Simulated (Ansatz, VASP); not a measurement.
**Two plane-wave programs on CdS**

Contents of POSCAR:

```
CdS
1.0
   -0.1956642113      2.6895380501      2.6895380501
    2.6895380501     -0.1956642113      2.6895380501
    2.6895380501      2.6895380501     -0.1956642113
Cd S
1 1
Direct
    0.0000000000      0.0000000000      0.0000000000
    0.5000000000      0.5000000000      0.5000000000
```

The input INCAR.step1:

```
SYSTEM = CdS
ALGO     = Normal         ! electronic algorithm
EDIFF    = 1E-4           ! SCF threshold, eV
ENCUT    = 520            ! plane-wave cutoff, eV
GGA      = PE             ! functional
ISMEAR   = -1             ! smearing method
LASPH    = .TRUE.         ! aspherical terms in the spheres
LCHARG   = .FALSE.        ! write CHGCAR
LREAL    = .FALSE.        ! projectors in reciprocal space
LWAVE    = .TRUE.         ! write WAVECAR
NBANDS   = 16             ! bands
NELM     = 60             ! most SCF steps
PREC     = Accurate       ! precision mode
SIGMA    = 0.02           ! smearing width, eV
```

File INCAR.step2:

```
SYSTEM = CdS
ALGO     = Normal         ! electronic algorithm
EDIFF    = 1E-6           ! SCF threshold, eV
ENCUT    = 520            ! plane-wave cutoff, eV
ISIF     = 2              ! what is computed and relaxed
ISMEAR   = -1             ! smearing method
ISTART   = 1            
LASPH    = .TRUE.         ! aspherical terms in the spheres
LCHARG   = .TRUE.         ! write CHGCAR
LELF     = .TRUE.         ! ELF
LMIXTAU  = .TRUE.       
LREAL    = .FALSE.        ! projectors in reciprocal space
LVHAR    = .TRUE.       
LWAVE    = .FALSE.        ! write WAVECAR
METAGGA  = R2SCAN         ! meta-GGA
NBANDS   = 16             ! bands
NELM     = 60             ! most SCF steps
PREC     = Accurate       ! precision mode
SIGMA    = 0.02           ! smearing width, eV
```

File KPOINTS:

```
k-points
0
G
  8 8 8
  0 0 0
```

Input for Ansatz:

```yaml
crystal:
  lattice:
    - [-0.1956642113, 2.6895380501, 2.6895380501]
    - [2.6895380501, -0.1956642113, 2.6895380501]
    - [2.6895380501, 2.6895380501, -0.1956642113]
  atoms:
    - { symbol: Cd, position: [0.0, 0.0, 0.0] }
    - { symbol: S, position: [0.5, 0.5, 0.5] }
kpoints:
  mp_grid: { grid: [8, 8, 8] }
  band_path:
    path:
      - [0.0, 0.0, 0.0]
      - [0.5, 0.0, 0.5]
      - [0.625, 0.25, 0.625]
      - [0.375, 0.375, 0.75]
      - [0.5, 0.5, 0.5]
      - [0.5, 0.25, 0.75]
      - [0.0, 0.0, 0.5]
      - [0.0, 0.5, 0.5]
    npoints: 1
hamiltonian:
  xc: r2scan
scf:
  occupations: { method: fermi_dirac, width: 0.02 }
  n_extra_bands: 4
output:
  forces: true
  stress: true
  eigenvalues: true
```

Change from the starting cell: epitaxial_111 strain +5.8%.

Alike in both runs: task single point; functional r2SCAN; k mesh 8 × 8 × 8; occupations fermi-dirac, width 0.02 eV; no spin polarisation.

|  | VASP | Ansatz |
| --- | --- | --- |
| version | VASP 6.6.1 | Ansatz 0.2.0 |
| potentials or method | VASP PAW PBE potentials, release 64 (Cd, S) | plane waves, PAW |
| plane-wave cutoff (eV) | 520 | 500 |
| valence electrons in the cell | 18 | 26 |

```tsv
	VASP	Ansatz	Ansatz less VASP
pressure (GPa)	-4.2	-4.5	-0.35
traceless stress, the component that is largest in VASP (GPa)	2.26	2.29	+0.023
```

VASP's potentials were made for PBE, not for r2SCAN. The functional is the same, so the differences come from potentials, cutoffs and numerics. VASP's potentials hold 18 valence electrons a cell and Ansatz's 26, so a difference there can come from the potentials and not from the codes.
